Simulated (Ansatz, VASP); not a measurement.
**Ti: VASP beside Ansatz**

```
Ti
1.0
     0.00000    2.91283    2.91283
     2.91283    0.00000    2.91283
     2.91283    2.91283    0.00000
Ti
2
Direct
  0.12500 0.12500 0.12500
  0.87500 0.87500 0.87500
```

Alike in both runs: functional BLYP; k mesh 10 × 10 × 10; occupations fermi-dirac, width 0.1 eV; no spin polarisation.

Ansatz relaxed the structure, and its values are those at the end. VASP's run is a single point on that final structure, the one shown.

|  | VASP | Ansatz |
| --- | --- | --- |
| version | VASP 6.6.1 | Ansatz 0.2.0 |
| potentials or method | VASP PAW PBE potentials, release 64 (Ti_sv), cutoff 520 eV | plane waves (420 eV) with PAW, scalar-relativistic |
| valence electrons in the cell | 24 | 24 |

```csv
,VASP,Ansatz,Ansatz less VASP
pressure (GPa),0.0,0.0,+0.05
```

VASP's potentials were made for PBE, not for BLYP.
